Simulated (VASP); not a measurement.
Rb:

```xyz
2
Lattice="4.9757 0.0000 0.0000 -2.4878 4.3091 0.0000 0.0000 0.0000 8.1253" Properties=species:S:1:pos:R:3 pbc="T T T"
Rb    0.0000    2.8727    2.0313
Rb    2.4878    1.4364    6.0939
```

* Program: VASP 6.6.1
* Task: relaxation of cell and atoms
* Functional: BLYP
* Potentials or basis: VASP PAW PBE potentials, release 64 (Rb_sv)
* Cutoff: 600 eV
* k mesh: 7 × 7 × 4
* Occupations: fermi-dirac, width 0.1 eV
* Spin: no spin polarisation

At the start: pressure 0.3 GPa; volume 87.10 Å³/atom.

**Question.** Where does the relaxation end?

**Answer.** Over 5 steps the energy falls by 7.1 meV/atom and the volume is 96.19 Å³/atom (+10.4 %); space group P6_3/mmc (No. 194, to 0.05 Å).

The path:
```tsv
step	energy change (eV)	largest force (eV/Å)	pressure (GPa)	volume (Å³)
1	0.0000	0.0000	0.27	174.21
2	-0.0055	0.0000	0.20	177.92
3	-0.0119	0.0000	0.09	184.66
4	-0.0128	0.0000	-0.07	198.64
5	-0.0142	0.0000	0.00	192.38
```

Final structure:
```cif
data_structure
_symmetry_space_group_name_H-M 'P 1'
_symmetry_Int_Tables_number 1
_cell_length_a 5.1337
_cell_length_b 5.1337
_cell_length_c 8.4287
_cell_angle_alpha 90.000
_cell_angle_beta 90.000
_cell_angle_gamma 120.000
_cell_volume 192.38
loop_
_atom_site_label
_atom_site_type_symbol
_atom_site_fract_x
_atom_site_fract_y
_atom_site_fract_z
_atom_site_occupancy
Rb1 Rb 0.33333 0.66667 0.25000 1
Rb2 Rb 0.66667 0.33333 0.75000 1
```

Caveat: the PAW data sets were made with another functional, which shifts forces and pressure a little.
